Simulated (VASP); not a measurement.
# B17P16 (a cell with a defect) in VASP: single point with PBE

Aim: the single point of B17P16 (a cell with a defect) with PBE.

Program: VASP 6.6.1. These are calculated values, not measurements. Logs are shortened: lines on timing, memory, paths and dates and some standing lists are left out, and cuts for length are marked.

**1. The cell of the first run**

The cell holds a defect, 33 atoms: a = 7.878 Å, b = 7.878 Å, c = 7.878 Å, α = 109.47°, β = 109.47°, γ = 109.47°.

**2. Single point, PBE, collinear spin (with an interstitial atom, then relaxed in part)**

INCAR reads:

```
PREC = Accurate
ENCUT = 520
EDIFF = 1E-6
ISMEAR = 0
SIGMA = 0.02
LREAL = Auto
LASPH = True
NELM = 150
ALGO = Normal
ISIF = 2
LWAVE = False
LCHARG = False
ISPIN = 2
MAGMOM = 0 0 0 0 0 0 0 0 0 0 0 0 0 0 0 0 1 0 0 0 0 0 0 0 0 0 0 0 0 0 0 0 0
LORBIT = 11
GGA = PE
NBANDS = 92
```

KPOINTS reads:

```
Automatic mesh
0
Gamma
  2 2 2
  0.5 0.5 0.5
```

POSCAR reads:

```
B17P16
1.0
    4.5481927936      4.5481927936     -4.5481927936
   -4.5481927936     -4.5481927936     -4.5481927936
   -4.5481927936      4.5481927936      4.5481927936
B P
17 16
Direct
    0.2527002606      0.5082881287      0.2527952668
    0.4965118846      0.2481237542      0.2460659823
    0.7480853963     -0.0034393996      0.2460631934
    0.7393447540      0.4922683421      0.7393920375
   -0.0039233135      0.4961044470      0.5008354710
    0.2460233405      0.2481094126      0.4965592867
    0.5002465045      0.0002781809      0.5002830236
    0.7480834177      0.7460575033      0.4965667843
    0.0081482808      0.7527020442      0.2527140742
    0.5007571987      0.4960753208     -0.0039202691
    0.7393563834      0.2393974247     -0.0077184162
   -0.0078226231      0.2393032626      0.7393095050
    0.2460236867      0.9965519466      0.7481154084
    0.4965107281      0.7460606402      0.7481277788
   -0.0039265620      0.0008254585     -0.0038943981
    0.2527124139      0.7527954341      0.0083082473
    0.1306244862      0.6305156546      0.1305001062
    0.2411434033      0.4836557764     -0.0163335945
    0.4940588355      0.2442180999     -0.0041779661
    0.7441975885     -0.0058964228     -0.0041724190
    0.7441972612      0.4958233557      0.4941065589
   -0.0162769907      0.4837946265      0.2412809301
    0.2458074975      0.2476060919      0.2458604420
    0.5023625822      0.0023951338      0.2517762732
    0.7475252793      0.7458453231      0.2458522168
   -0.0162942372      0.7412634251     -0.0162119952
    0.4940550692      0.4958169837      0.7442213669
    0.7487155949      0.2487582054      0.7487646212
   -0.0042089058      0.2442162596      0.4940792007
    0.2516872700      0.0023308714      0.5023360432
    0.5023543229      0.7517647941      0.5023920506
   -0.0042097316     -0.0059275518      0.7442198410
    0.2458083906      0.7458544479      0.7476178230
```

Potentials or basis: VASP PAW PBE potentials, release 64 (B, P).

On the command line:

```console
cat potpaw_PBE.64/B/POTCAR potpaw_PBE.64/P/POTCAR > POTCAR
mpirun -np 1 vasp_std > vasp.out
```

OUTCAR:

```text
PREC = Accurate
   ENCUT = 520
   EDIFF = 1E-6
   ISMEAR = 0
   LREAL = Auto
   LASPH = True
   NELM = 150
   ISIF = 2
   ISPIN = 2
   LORBIT = 11
   GGA = PE

 ion  position               nearest neighbor table
   1  0.253  0.508  0.253-  17 1.84  31 1.95  23 2.02  22 2.03  18 2.03
   2  0.497  0.248  0.246-  21 1.95  19 1.95  24 1.97  23 1.97
   3  0.748  0.997  0.246-  29 1.95  20 1.95  24 1.97  25 1.97
   4  0.739  0.492  0.739-  26 1.94  27 1.95  21 1.95  28 1.97
   5  0.996  0.496  0.501-  33 1.96  29 1.97  21 1.97  22 1.98
   6  0.246  0.248  0.497-  27 1.95  29 1.95  30 1.97  23 1.97
   7  0.500  0.000  0.500-  28 1.96  24 1.97  31 1.97  30 1.97
   8  0.748  0.746  0.497-  32 1.95  21 1.95  31 1.97  25 1.97
   9  0.008  0.753  0.253-  17 1.85  30 1.95  25 2.02  22 2.03  26 2.03
  10  0.501  0.496  0.996-  25 1.96  27 1.97  19 1.97  18 1.98
  11  0.739  0.239  0.992-  22 1.94  19 1.95  20 1.95  28 1.97
  12  0.992  0.239  0.739-  18 1.94  32 1.95  29 1.95  28 1.97
  13  0.246  0.997  0.748-  19 1.95  32 1.95  30 1.97  33 1.97
  14  0.497  0.746  0.748-  20 1.95  27 1.95  31 1.97  33 1.97
  15  0.996  0.001  0.996-  23 1.96  32 1.97  20 1.97  26 1.98
  16  0.253  0.753  0.008-  17 1.84  24 1.95  33 2.02  26 2.03  18 2.03
  17  0.131  0.631  0.131-  16 1.84   1 1.84   9 1.85  18 1.97  26 1.97  22 1.97
  18  0.241  0.484  0.984-  12 1.94  17 1.97  10 1.98   1 2.03  16 2.03
  19  0.494  0.244  0.996-  13 1.95  11 1.95   2 1.95  10 1.97
  20  0.744  0.994  0.996-  14 1.95  11 1.95   3 1.95  15 1.97
  21  0.744  0.496  0.494-   2 1.95   4 1.95   8 1.95   5 1.97
  22  0.984  0.484  0.241-  11 1.94  17 1.97   5 1.98   9 2.03   1 2.03
  23  0.246  0.248  0.246-  15 1.96   6 1.97   2 1.97   1 2.02
  24  0.502  0.002  0.252-  16 1.95   3 1.97   2 1.97   7 1.97
  25  0.748  0.746  0.246-  10 1.96   8 1.97   3 1.97   9 2.02
  26  0.984  0.741  0.984-   4 1.94  17 1.97  15 1.98   9 2.03  16 2.03
  27  0.494  0.496  0.744-   6 1.95   4 1.95  14 1.95  10 1.97
  28  0.749  0.249  0.749-   7 1.96  11 1.97   4 1.97  12 1.97
  29  0.996  0.244  0.494-   3 1.95  12 1.95   6 1.95   5 1.97
  30  0.252  0.002  0.502-   9 1.95   6 1.97  13 1.97   7 1.97
  31  0.502  0.752  0.502-   1 1.95   8 1.97  14 1.97   7 1.97
  32  0.996  0.994  0.744-   8 1.95  12 1.95  13 1.95  15 1.97
  33  0.246  0.746  0.748-   5 1.96  13 1.97  14 1.97  16 2.02

  LATTYP: Found a body centered cubic cell.
 ALAT       =     9.0963855872

  Lattice vectors:

 A1 = (   4.5481927936,   4.5481927936,  -4.5481927936)
 A2 = (  -4.5481927936,  -4.5481927936,  -4.5481927936)
 A3 = (  -4.5481927936,   4.5481927936,   4.5481927936)

Analysis of symmetry for initial positions (statically):
=====================================================================
 Subroutine PRICEL returns:
 Original cell was already a primitive cell.

 Routine SETGRP: Setting up the symmetry group for a
 body centered cubic supercell.

 Subroutine GETGRP returns: Found  1 space group operations
 (whereof  1 operations were pure point group operations)
 out of a pool of 48 trial point group operations.

The static configuration has the point symmetry C_1 .

Analysis of symmetry for dynamics (positions and initial velocities):
=====================================================================
 Subroutine PRICEL returns:
 Original cell was already a primitive cell.

 Routine SETGRP: Setting up the symmetry group for a
 body centered cubic supercell.

 Subroutine GETGRP returns: Found  1 space group operations
 (whereof  1 operations were pure point group operations)
 out of a pool of 48 trial point group operations.

The dynamic configuration has the point symmetry C_1 .

Analysis of structural, dynamic, and magnetic symmetry:
=====================================================================
 Subroutine PRICEL returns:
 Original cell was already a primitive cell.

 Routine SETGRP: Setting up the symmetry group for a
 body centered cubic supercell.

 Subroutine GETGRP returns: Found  1 space group operations
 (whereof  1 operations were pure point group operations)
 out of a pool of 48 trial point group operations.

The overall configuration has the point symmetry C_1 .

 Subroutine INISYM returns: Found  1 space group operations
 (whereof  1 operations are pure point group operations),
 and found     1 'primitive' translations

----------------------------------------------------------------------------------------
[... 124 lines left out ...]
 SYSTEM =  unknown system
   PREC   = accura    normal or accurate (medium, high low for compatibility)
   ISTART =      0    job   : 0-new  1-cont  2-samecut
   ICHARG =      2    charge: 1-file 2-atom 10-const
   ISPIN  =      2    spin polarized calculation?
   LNONCOLLINEAR =      F non collinear calculations
   LSORBIT =      F    spin-orbit coupling
   LASPH  =      T    aspherical Exc in radial PAW
   ENCUT  =  520.0 eV  38.22 Ry    6.18 a.u.  14.65 14.65 14.65*2*pi/ulx,y,z
   NELM   =    150;   NELMIN=  2; NELMDL= -5     # of ELM steps
   EDIFF  = 0.1E-05   stopping-criterion for ELM
   LREAL  =      T    real-space projection
   EDIFFG = 0.1E-04   stopping-criterion for IOM
   NSW    =      0    number of steps for IOM
   IBRION =     -1    ionic relax: 0-MD 1-quasi-New 2-CG
   NFREE  =      0    steps in history (QN), initial steepest desc. (CG)
   ISIF   =      2    stress and relaxation
   ISYM   =      2    0-nonsym 1-usesym 2-fastsym
   POTIM  = 0.5000    time-step for ionic-motion
   TEBEG  =    0.0;   TEEND  =   0.0 temperature during run
   PSTRESS=    0.0 pullay stress
   NELECT =     131.0000    total number of electrons
   NUPDOWN=      -1.0000    fix difference up-down
   EMIN   =  10.00;   EMAX   =-10.00  energy-range for DOS
   EFERMI =   0.00;   METHOD = LEGACY
   ISMEAR =     0;   SIGMA  =   0.02  broadening in eV -4-tet -1-fermi 0-gaus
   EFERMI_NEDOS =   21; number of points for ismear=-14 and -15
   IALGO  =     38    algorithm
   IMIX   =      4    mixing-type and parameters
     AMIX     =   0.40;   BMIX     =  1.00
     AMIX_MAG =   1.60;   BMIX_MAG =  1.00
  volume/ion in A,a.u.               =      11.40        76.96
  Fermi-wavevector in a.u.,A,eV,Ry     =   1.151613  2.176232 18.044203  1.326212
  Thomas-Fermi vector in A             =   2.288269
   LORBIT       =     11    0 simple, 1 ext, 2 COOP (PROOUT), +10 PAW based schemes
   GGA     = PE    functional components
   LHFCALC =     F    Hartree Fock is set to
   AEXX    =    0.0000 exact exchange contribution
   IVDW    =     0    specifies the selected vdW correction
   LEPSILON=     F    determine dielectric tensor
   LRPA    =     F    only Hartree local field effects (RPA)
 spin polarized calculation
 Gauss-broadening in eV      SIGMA  =   0.02
  energy-cutoff  :      520.00
  volume of cell :      376.34
 maximum number of plane-waves:     10168
 NGX is ok and might be reduce to    60
   NGX = 29   NGY = 29   NGZ = 29

 number of electron     131.0000004 magnetization       0.9999999

 Free energy of the ion-electron system (eV)
  ---------------------------------------------------
  ext. energy  EPLUGINS =         0.00000000
  ---------------------------------------------------
  free energy    TOTEN  =      -207.54359419 eV

  energy without entropy =     -207.54359418  energy(sigma->0) =     -207.54359419

 E-fermi :   8.5809     XC(G=0): -10.9955

 val. band max:        8.5061401281   @ k =  -0.2500   0.2500   0.2500
 cond. band min:       8.6556151291   @ k =   0.2500   0.2500  -0.2500
 fundamental gap:      0.1494750010
 Fermi energy:         8.5808802343

 spin component 1

 k-point     1 :       0.2500    0.2500    0.2500
  band No.  band energies     occupation
      1      -7.7491      1.00000
      2      -6.9256      1.00000
      3      -6.9253      1.00000
      4      -6.8104      1.00000
      5      -4.9690      1.00000
      6      -4.9300      1.00000
[... 309 lines left out ...]
     76      11.0177      0.00000
     77      11.2240      0.00000
 Fermi energy:         8.5808802343

 spin component 2

 k-point     1 :       0.2500    0.2500    0.2500
  band No.  band energies     occupation
      1      -7.6624      1.00000
      2      -6.8894      1.00000
      3      -6.8892      1.00000
      4      -6.7839      1.00000
      5      -4.9166      1.00000
      6      -4.8748      1.00000
[... 309 lines left out ...]
     76      11.0665      0.00000
     77      11.2596      0.00000
 [bands above 77 left out]

------------------------ aborting loop because EDIFF is reached ----------------------------------------

  FORCE on cell =-STRESS in cart. coord.  units (eV):
  Direction    XX          YY          ZZ          XY          YZ          ZX
  --------------------------------------------------------------------------------------
  -------------------------------------------------------------------------------------
  Total        4.2510066      4.2499512      4.2491394     -3.7742714     -3.7767804      3.7741673
  in kB       18.0977996     18.0933064     18.0898505    -16.0681961    -16.0788777     16.0677530
  external PRESSURE =      18.0936522 kB  Pullay stress =       0.0000000 kB

 VOLUME and BASIS-vectors are now :
 -----------------------------------------------------------------------------
  energy-cutoff  :      520.00
  volume of cell :      376.34
      direct lattice vectors                 reciprocal lattice vectors
     4.548192794  4.548192794 -4.548192794     0.000000000  0.109933774 -0.109933774
    -4.548192794 -4.548192794 -4.548192794    -0.109933774  0.000000000 -0.109933774
    -4.548192794  4.548192794  4.548192794    -0.109933774  0.109933774  0.000000000

 POSITION                                       TOTAL-FORCE (eV/Angst)
 -----------------------------------------------------------------------------------
     -2.31222     -0.01270     -2.31136         0.005621     -0.002764      0.001444
      0.01056      2.24887     -2.26759        -0.000446      0.003507     -0.001851
     -2.24926     -0.01097     -6.81584        -0.001950     -0.000644     -0.001214
     -2.23915      4.48665     -2.23872         0.002064     -0.001522      0.000850
     -0.00393      4.55187     -4.50883        -0.002838      0.002655      0.003003
     -2.26794      2.24896      0.01104         0.000294      0.002463     -0.000190
[... 25 lines left out ...]
     -3.37704      3.39267     -5.66542         0.003540     -0.002241      0.000183
     -5.67462      1.12600     -1.10996        -0.001290      0.002910      0.003538
 -----------------------------------------------------------------------------------
    total drift:                                0.001216      0.001150     -0.000897

  FREE ENERGIE OF THE ION-ELECTRON SYSTEM (eV)
  ---------------------------------------------------
  free  energy   TOTEN  =      -207.5435941891 eV

  energy  without entropy=     -207.5435941821  energy(sigma->0) =     -207.54359419

 total charge

# of ion       s       p       d       tot
------------------------------------------
    1        0.663   1.245   0.000   1.907
    2        0.671   1.273   0.000   1.944
    3        0.671   1.273   0.000   1.944
    4        0.676   1.282   0.000   1.958
    5        0.678   1.253   0.000   1.931
    6        0.671   1.273   0.000   1.944
[... 25 lines left out ...]
   32        0.993   1.575   0.000   2.568
   33        1.001   1.543   0.000   2.544
--------------------------------------------------
tot         27.365  46.441   0.000  73.806

 magnetization (x)

# of ion       s       p       d       tot
------------------------------------------
    1        0.005   0.001   0.000   0.005
    2        0.002   0.002   0.000   0.005
    3        0.002   0.002   0.000   0.005
    4        0.002   0.007   0.000   0.009
    5        0.007   0.012   0.000   0.019
    6        0.002   0.002   0.000   0.005
[... 25 lines left out ...]
   32        0.002   0.001   0.000   0.003
   33        0.007   0.009   0.000   0.016
--------------------------------------------------
tot          0.202   0.219   0.000   0.421
```

Run time: 15 min. Hardware: 1 thread of Oxide Virtual Turin-like, shared host; peak memory 0.69 GiB.

Results:

```yaml
Free_energy: -207.5436 eV
Pressure: 1.8 GPa
Largest_force: 0.022 eV/Å
Band_gap_on_the_k_mesh: 0.15 eV
Net_moment: 1.00 μB per cell
Site_moments: B +0.01, +0.02, +0.00, +0.15 (each value once); P +0.02, +0.00, +0.01 (each value once) μB
Valence_electrons_inside_the_program's_atomic_spheres: B 1.91, 1.94, 1.96, 1.93 (each value once); P 2.52, 2.57, 2.54, 2.56 (each value once)
```

Forces on the atoms (eV/Å):
```
B    0.006 -0.003  0.001
B    0.000  0.004 -0.002
B   -0.002 -0.001 -0.001
B    0.002 -0.002  0.001
B   -0.003  0.003  0.003
B    0.000  0.002  0.000
B   -0.002  0.001 -0.001
B   -0.002  0.001  0.001
B    0.006 -0.001  0.001
B   -0.002  0.003 -0.003
B    0.002 -0.001  0.002
B    0.000 -0.001  0.001
B    0.000  0.000 -0.003
B   -0.001  0.002 -0.004
B   -0.003 -0.002 -0.003
B    0.006 -0.002  0.002
B   -0.002 -0.004  0.004
P   -0.021 -0.004  0.004
P    0.001  0.000  0.005
P    0.000 -0.002  0.005
P    0.000 -0.005  0.002
P    0.006 -0.006 -0.020
P   -0.001 -0.004 -0.003
P   -0.002 -0.001 -0.004
P    0.003  0.001 -0.002
P    0.006  0.020  0.005
P    0.001 -0.005  0.000
P    0.002  0.000  0.000
P    0.004  0.000  0.002
P   -0.004  0.001  0.000
P   -0.002  0.004  0.001
P    0.004 -0.002  0.000
P   -0.001  0.003  0.004
```

Levels at points of the mesh, in eV from the valence-band top:
Spin up:
```
           k point  band 63  band 64  band 65  band 66  band 67  band 68  band 69  band 70
(0.25, 0.25, 0.25)    -2.13    -2.12    -0.92    -0.01     0.86     0.86     1.35     1.35
```
Spin down:
```
           k point  band 63  band 64  band 65  band 66  band 67  band 68
(0.25, 0.25, 0.25)    -2.11    -2.09    -0.68     0.18     0.94     0.94
```

Caveat: the cell differs from its parent crystal (with an interstitial atom, then relaxed in part).
